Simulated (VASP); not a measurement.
Wanted: the native input for a VASP 6.6.1 run.

```
Task                   : single point
Functional             : PBEsol
Potentials or basis    : VASP PAW PBE potentials, release 64 (Sr_sv, Ti_sv, O)
Cutoff                 : 520 eV
k mesh                 : 8 × 8 × 8
Occupations            : gaussian, width 0.01 eV
Spin                   : no spin polarisation
Dipole correction      : no
Further INCAR settings : ALGO = Normal; EDIFF = 1e-07; NBANDS = 28
```

The structure of SrTiO3 lies in POSCAR:

```
SrTiO3
1.0
    3.9563874719      0.0000000000      0.0000000000
    0.0000000000      3.9563874719      0.0000000000
    0.0000000000      0.0000000000      3.9563874719
Sr Ti O
1 1 3
Direct
    0.5000000000      0.5000000000      0.5000000000
    0.0000000000      0.0000000000      0.0000000000
    0.5000000000      0.0000000000      0.0000000000
    0.0000000000      0.5000000000      0.0000000000
    0.0000000000      0.0000000000      0.5000000000
```

These files were run (other wordings do the same):

INCAR

```
SYSTEM = SrTiO3
  PREC = Accurate
  ENCUT = 520
  EDIFF = 1E-7
  ISMEAR = 0
  SIGMA = 0.01
  LREAL = .FALSE.
  LASPH = .TRUE.
  NELM = 60
  ALGO = Normal
  ISIF = 2
  LWAVE = .FALSE.
  LCHARG = .TRUE.
  GGA = PS
  LELF = .TRUE.
  LVHAR = .TRUE.
  NBANDS = 28
```

KPOINTS

```
regular mesh
0
G
  8 8 8
  0 0 0
```

Potentials or basis: VASP PAW PBE potentials, release 64 (Sr_sv, Ti_sv, O).

Launch:

```bash
$ cat potpaw_PBE.64/Sr_sv/POTCAR potpaw_PBE.64/Ti_sv/POTCAR potpaw_PBE.64/O/POTCAR > POTCAR
$ mpirun -np 1 vasp_std > vasp.out
```

It gave:

```
Pressure               : -7.7 GPa
Band gap on the k mesh : 1.73 eV (least direct gap 2.11 eV)
```

Caveat: the cell stands under tension; the PAW data sets were made with another functional, which shifts forces and pressure a little.

Run time: 87 s on 1 thread of AMD EPYC 7R13, with other jobs on the host, peak memory 0.18 GiB.
